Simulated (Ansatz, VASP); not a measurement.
## Two plane-wave programs on ZnS

Contents of INCAR:

```
  PREC = Accurate
  ENCUT = 520
  EDIFF = 1E-7
  ISMEAR = 0
  SIGMA = 0.05
  LREAL = F
  LASPH = T
  NELM = 100
  ALGO = Normal
  ISIF = 2
  LWAVE = F
  LCHARG = F
  GGA = PE
  NBANDS = 26
```

The input KPOINTS:

```
Automatic mesh
0
Gamma
  12 12 6
```

The input POSCAR:

```
ZnS
1.0
    3.8109987816      0.0095274970      0.0000000000
   -1.8972483364      3.2956580102      0.0000000000
    0.0000000000      0.0000000000      6.2340000000
Zn S
2 2
Direct
    0.3333333333      0.6666666667      0.0000000000
    0.6666666667      0.3333333333      0.5000000000
    0.3333333333      0.6666666667      0.3850000000
    0.6666666667      0.3333333333      0.8850000000
```

Input for Ansatz:

```yaml
crystal:
  lattice:
    - [3.8109987816, 0.009527497, 0.0]
    - [-1.8972483364, 3.2956580102, 0.0]
    - [0.0, 0.0, 6.234]
  atoms:
    - { symbol: Zn, position: [0.3333333333, 0.6666666667, 0.0] }
    - { symbol: Zn, position: [0.6666666667, 0.3333333333, 0.5] }
    - { symbol: S, position: [0.3333333333, 0.6666666667, 0.385] }
    - { symbol: S, position: [0.6666666667, 0.3333333333, 0.885] }
basis:
  ecutwfc: 420
kpoints:
  mp_grid: { grid: [12, 12, 6] }
hamiltonian:
  xc: pbe
scf:
  occupations: { method: gaussian, width: 0.05 }
output:
  forces: true
  stress: true
  eigenvalues: true
```

Change from the starting cell: strain +0.0050 x Voigt [0, 0, 0, 0, 0, 1], atoms carried along.

Alike in both runs: task single point; functional PBE; k mesh 12 × 12 × 6; occupations gaussian, width 0.05 eV; no spin polarisation.

```csv
,VASP,Ansatz
version,VASP 6.6.1,Ansatz 0.2.0
potentials or method,"VASP PAW PBE potentials, release 64 (Zn, S), cutoff 520 eV","scalar-relativistic, plane waves, PAW"
valence electrons in the cell,36,36
```

Ansatz gave:

* gap on the k mesh at the Fermi level (eV): 2.25
* least direct gap on the mesh (eV): 2.25
* pressure (GPa): 2.3
* traceless stress, the component that is largest in VASP (GPa): -1.35
* rms of the force components (eV/Å): 0.185

Which values does VASP return?

gap on the k mesh at the Fermi level (eV): 2.25; least direct gap on the mesh (eV): 2.25; pressure (GPa): 2.5; traceless stress, the component that is largest in VASP (GPa): -1.37; rms of the force components (eV/Å): 0.187.

Atom by atom the forces differ by 0.002 eV/Å (rms over components). The functional is the same, so the differences come from potentials, cutoffs and numerics.
